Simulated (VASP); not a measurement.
Here is a VASP 6.6.1 calculation.

The input POSCAR:

```
SiO2
1.0
    4.1412033200      0.0000000000      0.0000000000
    0.0000000000      4.1412033200      0.0000000000
    0.0000000000      0.0000000000      2.6424670100
Si O
2 4
Direct
    0.0000000000      0.0000000000      0.0000000000
    0.5000000000      0.5000000000      0.5000000000
    0.3061500000      0.3061500000      0.0000000000
    0.1938500000      0.8061500000      0.5000000000
    0.6938500000      0.6938500000      0.0000000000
    0.8061500000      0.1938500000      0.5000000000
```

The input INCAR.step1:

```
ALGO = Normal
EDIFF = 1E-4
ENCUT = 600
GGA = PE
ISMEAR = -1
LASPH = T
LCHARG = F
LREAL = F
LWAVE = T
NELM = 80
PREC = Accurate
SIGMA = 0.1
```

Contents of INCAR.step2:

```
ALGO = Normal
EDIFF = 1E-6
EDIFFG = -0.01
ENCUT = 600
IBRION = 2
ISIF = 3
ISMEAR = -1
ISTART = 1
LASPH = T
LCHARG = F
LMIXTAU = T
LREAL = F
LWAVE = F
METAGGA = R2SCAN
NELM = 80
NSW = 60
PREC = Accurate
SIGMA = 0.1
```

File KPOINTS:

```
k-points
0
Gamma
  4 4 7
```

Potentials or basis: VASP PAW PBE potentials, release 64 (Si, O).

Launch:

```console
$ cat potpaw_PBE.64/Si/POTCAR potpaw_PBE.64/O/POTCAR > POTCAR
$ cp INCAR.step1 INCAR
$ mpirun -np 1 vasp_std > vasp.out
$ cp INCAR.step2 INCAR
$ mpirun -np 1 vasp_std > vasp.out
```

Estimate the relaxed cell.

a = 4.181 Å, b = 4.181 Å, c = 2.673 Å, α = 90.00°, β = 90.00°, γ = 90.00°.

What does it give for the space group after relaxing (to 0.1 Å)?

P4_2/mnm (No. 136).

Forces on the atoms (eV/Å):
```
Si   0.000  0.000  0.000
Si   0.000  0.000  0.000
O    0.001  0.001  0.000
O   -0.001  0.001  0.000
O   -0.001 -0.001  0.000
O    0.001 -0.001  0.000
```

Caveat: the PAW data sets were made with another functional, which shifts forces and pressure a little. Zero-point motion and thermal expansion aren't in these numbers.
